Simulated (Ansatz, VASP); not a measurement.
# Ta in VASP and in Ansatz

```
Ta
1.0
     2.91958    0.00000    0.00000
    -1.45979    2.52843    0.00000
     0.00000    0.00000    5.20049
Ta
2
Direct
  0.33333 0.66667 0.25000
  0.66667 0.33333 0.75000
```

Alike in both runs: task single point; functional r2SCAN; k mesh 11 × 11 × 5; occupations fermi-dirac, width 0.05 eV; no spin polarisation.

|  | VASP | Ansatz |
| --- | --- | --- |
| version | VASP 6.6.1 | Ansatz 0.2.0 |
| potentials or method | VASP PAW PBE potentials, release 64 (Ta_pv) | Ansatz PAW |
| plane-wave cutoff (eV) | 520 | 500 |
| valence electrons in the cell | 22 | 26 |

Ansatz gave:

* gap on the k mesh at the Fermi level (eV): none
* pressure (GPa): -7.1
* traceless stress, the component that is largest in VASP (GPa): 0.90

Q: Estimate VASP's values.

A: gap on the k mesh at the Fermi level (eV): none; pressure (GPa): -6.7; traceless stress, the component that is largest in VASP (GPa): 0.95.

VASP's potentials were made for PBE, not for r2SCAN. A gap of «none» marks a metal or a gap that the smearing closes. VASP's potentials hold 22 valence electrons a cell and Ansatz's 26, so a difference there can come from the potentials and not from the codes.

Neither program's run includes spin-orbit coupling.
